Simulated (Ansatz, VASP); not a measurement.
**Two plane-wave programs on TiC**

```
Ti C
1.0
     0.00000    2.13060    2.13060
     2.13060    0.00000    2.13060
     2.13060    2.13060    0.00000
Ti C
1 1
Direct
  0.00000 0.00000 0.00000
  0.50000 0.50000 0.50000
```

Alike in both runs: functional LDA; k mesh 16 × 16 × 16; occupations fermi-dirac, width 0.15 eV; no spin polarisation.

Ansatz relaxed the structure, and its values are those at the end. VASP's run is a single point on that final structure, the one shown.

```csv
,VASP,Ansatz
version,VASP 6.6.1,Ansatz 0.2.0
potentials or method,"VASP PAW LDA potentials, release 64 (Ti_sv, C), cutoff 520 eV","scalar-relativistic, plane waves, PAW"
valence electrons in the cell,16,16
```

```csv
,VASP,Ansatz,Ansatz less VASP
gap on the k mesh at the Fermi level (eV),none,none,-
pressure (GPa),0.7,0.0,-0.71
```

Ansatz warns that its potentials were made for another functional, while VASP's fit it. LDA's correlation is that of Perdew and Zunger in VASP and of Perdew and Wang (1992) in Ansatz. A gap of «none» marks a metal or a gap that the smearing closes.
